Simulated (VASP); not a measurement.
# Ge: single point with PBE

Ge:

```
Ge
1.0
     4.02406    0.00000    0.00000
    -2.01203    3.48494    0.00000
     0.00000    0.00000    6.64308
Ge
4
Direct
  0.66667 0.33333 0.06290
  0.33333 0.66667 0.56290
  0.66667 0.33333 0.43710
  0.33333 0.66667 0.93710
```

This cell differs from its parent crystal: volume scaled by 1.02.

```json
{
  "Program": "VASP 6.6.1",
  "Task": "single point",
  "Functional": "PBE",
  "Potentials or basis": "VASP PAW PBE potentials, release 64 (Ge_d)",
  "Cutoff": "520 eV",
  "k mesh": "11 × 11 × 6",
  "Occupations": "fermi-dirac, width 0.05 eV",
  "Spin": "no spin polarisation"
}
```

The pressure is 1.4 GPa.

Stress tensor (GPa, compression positive):
```
1.48 0.00 0.00
0.00 1.48 0.00
0.00 0.00 1.38
```

Levels at points of the mesh, in eV from the Fermi level:
| k point | band 26 | band 27 | band 28 | band 29 | band 30 | band 31 |
| --- | --- | --- | --- | --- | --- | --- |
| (0.00, 0.00, 0.00) | -0.20 | -0.17 | -0.14 | 0.10 | 0.10 | 2.25 |
| (0.00, 0.00, 0.50) | -0.85 | -0.85 | -0.85 | 0.62 | 0.62 | 3.34 |

Wall time 3.7 min on 1 thread of AMD EPYC 7R13 (shared host), peak memory 0.26 GiB.
